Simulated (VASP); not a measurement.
# K (Pm-3m) in VASP: single point with r2SCAN

Aim: the single point of K with r2SCAN.

Program: VASP 6.6.1. These are calculated values, not measurements. Logs are shortened: lines on timing, memory, paths and dates and some standing lists are left out, and cuts for length are marked.

**1. The cell of the first run**

It takes space group Pm-3m (No. 221, cubic). Conventional cell: a = 4.311 Å, b = 4.311 Å, c = 4.311 Å, α = 90.00°, β = 90.00°, γ = 90.00°. K (site symmetry m-3m) has 6 K at 4.31 Å within 5.7 Å.

**2. Single point, r2SCAN**

POSCAR

```
K
1.0
    4.3112069062      0.0000000000      0.0000000000
    0.0000000000      4.3112069062      0.0000000000
    0.0000000000      0.0000000000      4.3112069062
K
1
Direct
    0.0000000000      0.0000000000      0.0000000000
```

INCAR.step1

```
ALGO = Normal ; EDIFF = 1E-4
ENCUT = 520 ; GGA = PE
ISMEAR = 0 ; LASPH = True
LCHARG = False ; LREAL = False
LWAVE = True ; NBANDS = 10
NELM = 60 ; PREC = Accurate
SIGMA = 0.1
```

INCAR.step2

```
ALGO = Normal ; EDIFF = 1E-7
ENCUT = 520 ; ISIF = 2
ISMEAR = 0 ; ISTART = 1
LASPH = True ; LCHARG = False
LMIXTAU = True ; LREAL = False
LWAVE = False ; METAGGA = R2SCAN
NBANDS = 10 ; NELM = 60
PREC = Accurate ; SIGMA = 0.1
```

KPOINTS

```
k-points
0
Gamma
  14 14 14
```

Potentials or basis: VASP PAW PBE potentials, release 64 (K_sv).

The run is started by

```console
$ cat potpaw_PBE.64/K_sv/POTCAR > POTCAR
$ cp INCAR.step1 INCAR
$ mpirun -np 1 vasp_std > vasp.out
$ cp INCAR.step2 INCAR
$ mpirun -np 1 vasp_std > vasp.out
```

OUTCAR:

```text
EDIFF = 1E-7
   ENCUT = 520
   ISIF = 2
   ISMEAR = 0
   ISTART = 1
   LASPH = True
   LREAL = False
   METAGGA = R2SCAN
   NELM = 60
   PREC = Accurate

 ion  position               nearest neighbor table
   1  0.000  0.000  0.000-

  LATTYP: Found a simple cubic cell.
 ALAT       =     4.3112069062

  Lattice vectors:

 A1 = (   4.3112069062,   0.0000000000,   0.0000000000)
 A2 = (   0.0000000000,   4.3112069062,   0.0000000000)
 A3 = (   0.0000000000,   0.0000000000,   4.3112069062)

Analysis of symmetry for initial positions (statically):
=====================================================================
 Subroutine PRICEL returns:
 Original cell was already a primitive cell.

 Routine SETGRP: Setting up the symmetry group for a
 simple cubic supercell.

 Subroutine GETGRP returns: Found 48 space group operations
 (whereof 48 operations were pure point group operations)
 out of a pool of 48 trial point group operations.

The static configuration has the point symmetry O_h .

Analysis of symmetry for dynamics (positions and initial velocities):
=====================================================================
 Subroutine PRICEL returns:
 Original cell was already a primitive cell.

 Routine SETGRP: Setting up the symmetry group for a
 simple cubic supercell.

 Subroutine GETGRP returns: Found 48 space group operations
 (whereof 48 operations were pure point group operations)
 out of a pool of 48 trial point group operations.

The dynamic configuration has the point symmetry O_h .

 Subroutine INISYM returns: Found 48 space group operations
 (whereof 48 operations are pure point group operations),
 and found     1 'primitive' translations

----------------------------------------------------------------------------------------

                                     Primitive cell

  volume of cell :      80.1303

  direct lattice vectors                    reciprocal lattice vectors
     4.311206906  0.000000000  0.000000000     0.231953609  0.000000000  0.000000000
     0.000000000  4.311206906  0.000000000     0.000000000  0.231953609  0.000000000
     0.000000000  0.000000000  4.311206906     0.000000000  0.000000000  0.231953609

  length of vectors
     4.311206906  4.311206906  4.311206906     0.231953609  0.231953609  0.231953609

  position of ions in fractional coordinates (direct lattice)
     0.000000000  0.000000000  0.000000000

  ion indices of the primitive-cell ions
   primitive index   ion index
                 1           1

----------------------------------------------------------------------------------------

 KPOINTS: k-points

Automatic generation of k-mesh.
 Grid dimensions read from file:
 generate k-points for:   14   14   14

 Generating k-lattice:

  Cartesian coordinates                     Fractional coordinates (reciprocal lattice)
     0.016568115  0.000000000  0.000000000     0.071428571  0.000000000  0.000000000
     0.000000000  0.016568115  0.000000000     0.000000000  0.071428571  0.000000000
     0.000000000  0.000000000  0.016568115     0.000000000  0.000000000  0.071428571

  Length of vectors
     0.016568115  0.016568115  0.016568115

  Shift w.r.t. Gamma in fractional coordinates (k-lattice)
     0.000000000  0.000000000  0.000000000

 Subroutine IBZKPT returns following result:
 ===========================================

 Found    120 irreducible k-points:

 Following reciprocal coordinates:
            Coordinates               Weight
  0.000000  0.000000  0.000000      1.000000
  0.071429  0.000000  0.000000      6.000000
  0.142857  0.000000  0.000000      6.000000
  0.214286  0.000000  0.000000      6.000000
  0.285714  0.000000  0.000000      6.000000
  0.357143  0.000000  0.000000      6.000000
[... 16 lines left out ...]
  0.285714  0.214286  0.000000     24.000000
  0.357143  0.214286  0.000000     24.000000
 [... further k-points ...]
   k-points           NKPTS =    120   k-points in BZ     NKDIM =    120   number of bands    NBANDS=     10
   number of dos      NEDOS =    301   number of ions     NIONS =      1
   total plane-waves  NPLWV =  32768
   dimension x,y,z NGX =    32 NGY =   32 NGZ =   32
   dimension x,y,z NGXF=    64 NGYF=   64 NGZF=   64
   ions per type =               1
   NGX,Y,Z   is equivalent  to a cutoff of  12.34, 12.34, 12.34 a.u.
   NGXF,Y,Z  is equivalent  to a cutoff of  24.68, 24.68, 24.68 a.u.
 SYSTEM =  unknown system
   PREC   = accura    normal or accurate (medium, high low for compatibility)
   ISTART =      1    job   : 0-new  1-cont  2-samecut
   ICHARG =      0    charge: 1-file 2-atom 10-const
   ISPIN  =      1    spin polarized calculation?
   LNONCOLLINEAR =      F non collinear calculations
   LSORBIT =      F    spin-orbit coupling
   LASPH  =      T    aspherical Exc in radial PAW
   ENCUT  =  520.0 eV  38.22 Ry    6.18 a.u.   8.02  8.02  8.02*2*pi/ulx,y,z
   NELM   =     60;   NELMIN=  2; NELMDL=  0     # of ELM steps
   EDIFF  = 0.1E-06   stopping-criterion for ELM
   LREAL  =      F    real-space projection
   EDIFFG = 0.1E-05   stopping-criterion for IOM
   NSW    =      0    number of steps for IOM
   IBRION =     -1    ionic relax: 0-MD 1-quasi-New 2-CG
   NFREE  =      0    steps in history (QN), initial steepest desc. (CG)
   ISIF   =      2    stress and relaxation
   ISYM   =      2    0-nonsym 1-usesym 2-fastsym
   POTIM  = 0.5000    time-step for ionic-motion
   TEBEG  =    0.0;   TEEND  =   0.0 temperature during run
   PSTRESS=    0.0 pullay stress
   NELECT =       9.0000    total number of electrons
   NUPDOWN=      -1.0000    fix difference up-down
   EMIN   =  10.00;   EMAX   =-10.00  energy-range for DOS
   EFERMI =   0.00;   METHOD = LEGACY
   ISMEAR =     0;   SIGMA  =   0.10  broadening in eV -4-tet -1-fermi 0-gaus
   EFERMI_NEDOS =   21; number of points for ismear=-14 and -15
   IALGO  =     38    algorithm
   IMIX   =      4    mixing-type and parameters
     AMIX     =   0.40;   BMIX     =  1.00
     AMIX_MAG =   1.60;   BMIX_MAG =  1.00
  volume/ion in A,a.u.               =      80.13       540.75
  Fermi-wavevector in a.u.,A,eV,Ry     =   0.789872  1.492642  8.488648  0.623898
  Thomas-Fermi vector in A             =   1.895101
   LORBIT       =      0    0 simple, 1 ext, 2 COOP (PROOUT), +10 PAW based schemes
   METAGGA = R2SCAN    functional components
   LHFCALC =     F    Hartree Fock is set to
   AEXX    =    0.0000 exact exchange contribution
   IVDW    =     0    specifies the selected vdW correction
   LEPSILON=     F    determine dielectric tensor
   LRPA    =     F    only Hartree local field effects (RPA)
 non-spin polarized calculation
 Gauss-broadening in eV      SIGMA  =   0.10
  energy-cutoff  :      520.00
  volume of cell :       80.13
 maximum number of plane-waves:      2206
   NGX = 17   NGY = 17   NGZ = 17

 number of electron       9.0000003 magnetization

 Free energy of the ion-electron system (eV)
  ---------------------------------------------------
  ext. energy  EPLUGINS =         0.00000000
  ---------------------------------------------------
  free energy    TOTEN  =        -5.90539490 eV

  energy without entropy =       -5.90232645  energy(sigma->0) =       -5.90386067

 E-fermi :  -0.1955     XC(G=0):  -5.6819

 val. band max:       -0.2652403477   @ k =   0.4286   0.2143   0.0714
 cond. band min:      -0.1913759421   @ k =   0.2857   0.2857   0.2857
 fundamental gap:      0.0738644056
 Fermi energy:        -0.1954719978

 k-point     1 :       0.0000    0.0000    0.0000
  band No.  band energies     occupation
      1     -34.1304      2.00000
      2     -16.7948      2.00000
      3     -16.7948      2.00000
      4     -16.7948      2.00000
      5      -2.3913      2.00000
      6       3.0005      0.00000
      7       3.0005      0.00000
      8       6.4405      0.00000
      9       6.4405      0.00000
     10       6.4405      0.00000

 k-point     2 :       0.0714    0.0000    0.0000
  band No.  band energies     occupation
      1     -34.1303      2.00000
      2     -16.7989      2.00000
      3     -16.7944      2.00000
      4     -16.7944      2.00000
      5      -2.3410      2.00000
      6       2.9436      0.00000
      7       3.0270      0.00000
      8       6.1335      0.00000
      9       6.1335      0.00000
     10       6.4278      0.00000

 k-point     3 :       0.1429    0.0000    0.0000
  band No.  band energies     occupation
      1     -34.1297      2.00000
      2     -16.8103      2.00000
      3     -16.7934      2.00000
      4     -16.7934      2.00000
      5      -2.1911      2.00000
      6       2.7400      0.00000
      7       3.1043      0.00000
      8       5.7773      0.00000
      9       5.7773      0.00000
     10       6.0793      0.00000

 k-point     4 :       0.2143    0.0000    0.0000
  band No.  band energies     occupation
      1     -34.1289      2.00000
      2     -16.8267      2.00000
      3     -16.7920      2.00000
      4     -16.7920      2.00000
      5      -1.9450      2.00000
      6       2.3436      0.00000
      7       3.2242      0.00000
      8       5.4655      0.00000
      9       5.4655      0.00000
     10       5.9478      0.00000
[... 222 lines left out ...]
 k-point    22 :       0.2143    0.2143    0.0000
  band No.  band energies     occupation
      1     -34.1273      2.00000
      2     -16.8244      2.00000
      3     -16.8223      2.00000
      4     -16.7893      2.00000
      5      -1.5131      2.00000
      6       2.5673      0.00000
      7       2.7427      0.00000
      8       4.5158      0.00000
      9       5.4287      0.00000
     10       5.9579      0.00000

 k-point    23 :       0.2857    0.2143    0.0000
  band No.  band energies     occupation
      1     -34.1265      2.00000
      2     -16.8412      2.00000
      3     -16.8214      2.00000
      4     -16.7878      2.00000
      5      -1.1875      2.00000
      6       2.1082      0.00000
      7       2.8672      0.00000
      8       4.3725      0.00000
      9       5.3078      0.00000
     10       5.8978      0.00000

 k-point    24 :       0.3571    0.2143    0.0000
  band No.  band energies     occupation
      1     -34.1257      2.00000
      2     -16.8571      2.00000
      3     -16.8197      2.00000
      4     -16.7864      2.00000
      5      -0.7816      2.00000
      6       1.4897      0.00000
      7       3.1157      0.00000
      8       4.2087      0.00000
      9       5.1678      0.00000
     10       5.9136      0.00000

 [... further k-points ...]
[... 5 lines left out ...]
  --------------------------------------------------------------------------------------
  -------------------------------------------------------------------------------------
  Total       -0.0187159     -0.0187159     -0.0187159      0.0000000     -0.0000000      0.0000000
  in kB       -0.3742172     -0.3742172     -0.3742172      0.0000000     -0.0000000      0.0000000
  external PRESSURE =      -0.3742172 kB  Pullay stress =       0.0000000 kB

 VOLUME and BASIS-vectors are now :
 -----------------------------------------------------------------------------
  energy-cutoff  :      520.00
  volume of cell :       80.13
      direct lattice vectors                 reciprocal lattice vectors
     4.311206906  0.000000000  0.000000000     0.231953609  0.000000000  0.000000000
     0.000000000  4.311206906  0.000000000     0.000000000  0.231953609  0.000000000
     0.000000000  0.000000000  4.311206906     0.000000000  0.000000000  0.231953609

 POSITION                                       TOTAL-FORCE (eV/Angst)
 -----------------------------------------------------------------------------------
      0.00000      0.00000      0.00000         0.000000      0.000000      0.000000
 -----------------------------------------------------------------------------------
    total drift:                                0.000000      0.000000      0.000000

  FREE ENERGIE OF THE ION-ELECTRON SYSTEM (eV)
  ---------------------------------------------------
  free  energy   TOTEN  =        -5.9053948951 eV

  energy  without entropy=       -5.9023264478  energy(sigma->0) =       -5.90386067
```

It took 2.2 min on 1 thread of Intel Xeon Platinum 8488C (Sapphire Rapids), shared host; peak memory 0.24 GiB.

What came out:

- Free energy: -5.9054 eV
- Pressure: 0.0 GPa

Caveat: the PAW data sets were made with another functional, which shifts forces and pressure a little.
